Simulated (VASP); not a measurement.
Set up this calculation in VASP 6.6.1, as the native input.

```
Task                   : single point
Functional             : revPBE
Potentials or basis    : VASP PAW PBE potentials, release 64 (Si, P, Rh_pv)
Cutoff                 : 520 eV
k mesh                 : 5 × 5 × 5
Occupations            : gaussian, width 0.0164 eV
Spin                   : no spin polarisation
Dipole correction      : no
Further INCAR settings : ALGO = Normal; EDIFF = 1e-06; NBANDS = 30; ISYM = 0
```

The structure of Si2PRh2 lies in POSCAR:

```
Si2PRh2
1.0
    0.0000000000      3.9130552100      0.0000000000
    3.9130552100      0.0000000000      0.0000000000
    1.9565281100      1.9565281100     -4.8021640900
Si P Rh
2 1 2
Direct
    0.3620000000      0.3620000000      0.2760000000
    0.6380000000      0.6380000000      0.7240000000
    0.0000000000      0.0000000000      0.0000000000
    0.7500000000      0.2500000000      0.5000000000
    0.2500000000      0.7500000000      0.5000000000
```

The input as run:

INCAR

```
ALGO = Normal
EDIFF = 1E-6
ENCUT = 520
GGA = RE
ISIF = 2
ISMEAR = 0
ISYM = 0
LASPH = T
LCHARG = F
LREAL = F
LWAVE = F
NBANDS = 30
NELM = 100
PREC = Accurate
SIGMA = 0.0164
```

KPOINTS

```
k-points
0
Gamma
  5 5 5
```

Potentials or basis: VASP PAW PBE potentials, release 64 (Si, P, Rh_pv).

Run with:

```bash
$ cat potpaw_PBE.64/Si/POTCAR potpaw_PBE.64/P/POTCAR potpaw_PBE.64/Rh_pv/POTCAR > POTCAR
$ mpirun -np 1 vasp_std > vasp.out
```

Results of the run:

```yaml
Pressure: 23.2 GPa
Largest_force: 4.817 eV/Å
Band_gap_on_the_k_mesh: zero (an odd number of electrons rules out a gap without spin polarisation)
```

Caveat: the stress differs along the axes, from 10 to 30 GPa; the PAW data sets were made with another functional, which shifts forces and pressure a little; an odd number of electrons without spin polarisation forces a metal; a magnetic or distorted state may lie lower.

Run time: 72 s on 1 thread of Intel(R) Xeon(R) 6975P-C (Granite Rapids) (shared host), peak memory 0.26 GiB.
